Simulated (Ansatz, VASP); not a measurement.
**One calculation of NiO, two programs**

```xyz
2
Lattice="0.0000 2.0913 2.0913 2.0913 0.0000 2.0913 2.0913 2.0913 0.0000" Properties=species:S:1:pos:R:3 pbc="T T T"
Ni    0.0000    0.0000    0.0000
O     2.0913    2.0913    2.0913
```

Alike in both runs: task relaxation of cell and atoms; functional PBE; k mesh 18 × 18 × 18; occupations gaussian, width 0.1 eV; collinear spin.

```csv
,VASP,Ansatz
version,VASP 6.6.1,Ansatz 0.2.0
potentials or method,"VASP PAW PBE potentials, release 64 (Ni, O), cutoff 600 eV","scalar-relativistic, plane waves, PAW"
valence electrons in the cell,16,24
```

```tsv
	VASP	Ansatz	Ansatz less VASP
gap on the k mesh at the Fermi level, each at its own relaxed structure (eV)	none	none	-
net moment per atom (μB)	0.88	0.90	+0.022
size of the moment on the site where the two differ most (μB)	0.27	0.29	+0.026
relaxed volume (Å³/atom)	9.34	9.37	+0.034
relaxed length of the cell vector where the two differ most in proportion (Å)	2.978	2.981	+0.0036
```

Site moments also hang on the region over which each program counts them. A gap of «none» marks a metal or a gap that the smearing closes. VASP's potentials hold 16 valence electrons a cell and Ansatz's 24, so a difference there can come from the potentials and not from the codes.
